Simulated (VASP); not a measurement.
Crystal: Zr2ZnN2.

```xyz
5
Lattice="3.8210 0.0000 0.0000 0.0000 3.8210 0.0000 0.0000 0.0000 5.1830" Properties=species:S:1:pos:R:3 pbc="T T T"
Zr    1.9105    1.9105    1.2439
Zr    1.9105    1.9105    3.9391
Zn    0.0000    0.0000    0.0000
N     0.0000    1.9105    2.5915
N     1.9105    0.0000    2.5915
```

```yaml
Program: VASP 6.6.1
Task: relaxation of cell and atoms
Functional: PBE
Potentials_or_basis: VASP PAW PBE potentials, release 64 (Zr_sv, Zn, N)
Cutoff: 600 eV
k_mesh: 4 × 4 × 4
Occupations: gaussian, width 0.1 eV
Spin: no spin polarisation
```

At the start: pressure -3.5 GPa; volume 15.13 Å³/atom.

**Question.** Where does the relaxation end?

**Answer.** Over 20 steps the energy falls by 479.8 meV/atom and the volume is 15.17 Å³/atom (+0.3 %); space group P4/mmm (No. 123, to 0.05 Å).

The path:
```csv
step,energy change (eV),largest force (eV/Å),pressure (GPa),volume (Å³)
1,0.0000,6.1424,-3.50,75.67
2,-0.4508,8.5756,23.39,71.64
3,-1.4490,1.8673,6.05,73.55
4,-2.1632,0.6686,-5.45,77.51
5,-2.1868,1.2437,-7.71,78.36
6,-2.3550,0.6767,2.50,73.30
7,-2.3748,0.6728,-0.43,74.52
8,-2.3668,0.6565,2.53,74.39
9,-2.3856,0.0954,0.76,74.47
10,-2.3881,0.1160,-0.17,75.08
11,-2.3882,0.1226,-0.45,75.27
12,-2.3903,0.0249,-0.24,75.37
13,-2.3922,0.2084,0.25,75.60
14,-2.3932,0.2016,0.20,75.66
15,-2.3955,0.1918,0.07,75.86
16,-2.3969,0.1984,-0.23,76.24
17,-2.3970,0.1965,-0.17,76.15
18,-2.3980,0.1024,-0.28,76.09
19,-2.3985,0.0332,-0.43,76.00
20,-2.3988,0.0147,-0.18,75.86
```

Final structure:
```yaml
crystal:
  lattice:
    - [3.38892, 0.00000, 0.00000]
    - [0.00000, 3.38892, 0.00000]
    - [0.00000, 0.00000, 6.60537]
  atoms:
    - { symbol: Zr, position: [0.50000, 0.50000, 0.28923] }
    - { symbol: Zr, position: [0.50000, 0.50000, 0.71077] }
    - { symbol: Zn, position: [0.00000, 0.00000, 0.00000] }
    - { symbol: N, position: [0.00000, 0.50000, 0.50000] }
    - { symbol: N, position: [0.50000, 0.00000, 0.50000] }
```

Caveat: the k points lie up to 0.46 Å⁻¹ apart in the final cell.
